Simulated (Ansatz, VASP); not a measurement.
**BAs in VASP and in Ansatz**

Contents of INCAR:

```
  PREC = Accurate
  ENCUT = 600
  EDIFF = 1E-6
  ISMEAR = -1
  SIGMA = 0.05
  LREAL = F
  LASPH = T
  NELM = 120
  ALGO = Normal
  ISIF = 2
  LWAVE = F
  LCHARG = F
  GGA = PS
  NBANDS = 16
  GGA_COMPAT = F
```

Contents of KPOINTS:

```
regular mesh
0
Gamma
  10 10 10
```

File POSCAR:

```
BAs
1.0
    0.0000000000      2.3562190158      2.3562190158
    2.3562190158      0.0000000000      2.3562190158
    2.3562190158      2.3562190158      0.0000000000
As B
1 1
Direct
    0.7500000000      0.7500000000      0.7500000000
    0.0000000000      0.0000000000      0.0000000000
```

The input input.yaml:

```yaml
crystal:
  lattice:
    - [0.0, 2.3562190158, 2.3562190158]
    - [2.3562190158, 0.0, 2.3562190158]
    - [2.3562190158, 2.3562190158, 0.0]
  atoms:
    - { symbol: As, position: [0.75, 0.75, 0.75] }
    - { symbol: B, position: [0.0, 0.0, 0.0] }
hamiltonian:
  xc: pbesol
  pseudopotentials: { kind: paw }
kpoints:
  mp_grid: { grid: [10, 10, 10] }
scf:
  occupations: { method: fermi_dirac, width: 0.05 }
output:
  forces: true
  stress: true
  eigenvalues: true
```

Alike in both runs: task single point; functional PBEsol; k mesh 10 × 10 × 10; occupations fermi-dirac, width 0.05 eV; no spin polarisation.

|  | VASP | Ansatz |
| --- | --- | --- |
| version | VASP 6.6.1 | Ansatz 0.2.0 |
| potentials or method | VASP PAW PBE potentials, release 64 (As_d, B) | Ansatz PAW |
| plane-wave cutoff (eV) | 600 | 420 |
| valence electrons in the cell | 18 | 18 |

|  | VASP | Ansatz | Ansatz less VASP |
| --- | --- | --- | --- |
| gap on the k mesh at the Fermi level (eV) | 1.05 | 1.04 | -0.001 |
| least direct gap on the mesh (eV) | 3.30 | 3.30 | -0.001 |
| pressure (GPa) | 5.1 | 5.3 | +0.19 |

VASP's potentials were made for PBE, not for PBEsol. With one functional, cell and mesh, what is left measures potentials, basis and numerics.
